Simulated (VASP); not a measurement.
# C: single point with PBE

The system is C.

```
CELL_PARAMETERS angstrom
2.47000 0.00000 0.00000
-1.23500 2.13908 0.00000
0.00000 0.00000 6.79000
ATOMIC_POSITIONS crystal
C 0.00000 0.00000 0.00000
C 0.00000 0.00000 0.50000
C 0.33333 0.66667 0.00500
C 0.66667 0.33333 0.50500
```

```json
{
 "Program": "VASP 6.6.1",
 "Task": "single point",
 "Functional": "PBE",
 "Potentials or basis": "VASP PAW PBE potentials, release 64 (C)",
 "Cutoff": "600 eV",
 "k mesh": "5 × 5 × 2",
 "Occupations": "fermi-dirac, width 0.1 eV",
 "Spin": "no spin polarisation"
}
```

| Quantity | Value |
| --- | --- |
| Pressure | -0.3 GPa |
| Largest force | 0.570 eV/Å |
| Band gap on the k mesh | 2.53 eV, indirect (least direct gap 2.57 eV) |

Forces on the atoms (eV/Å):
```
C    0.000  0.000  0.570
C    0.000  0.000  0.570
C    0.000  0.000 -0.570
C    0.000  0.000 -0.570
```

Stress tensor (GPa, compression positive):
```
-1.48  0.00  0.00
 0.00 -1.48  0.00
 0.00  0.00  2.04
```

Levels at points of the mesh, in eV from the valence-band top:
```
           k point  band 4  band 5  band 6  band 7  band 8  band 9  band 10  band 11  band 12  band 13
(0.00, 0.00, 0.00)   -5.32   -1.77   -1.77   -1.75   -1.75    5.43     9.53     9.53     9.57     9.57
(0.00, 0.00, 0.50)   -6.34   -1.76   -1.76   -1.76   -1.76    7.97     7.97     9.55     9.55     9.55
```

Wall time 12 s on 1 thread of Intel Xeon 8259CL (shared host), peak memory 0.14 GiB.

Caveat: the k points lie up to 0.59 Å⁻¹ apart; this functional lacks dispersion, which binds the layers, so the pressure and a relaxed spacing across them are unreliable. A k mesh can miss the band edges.
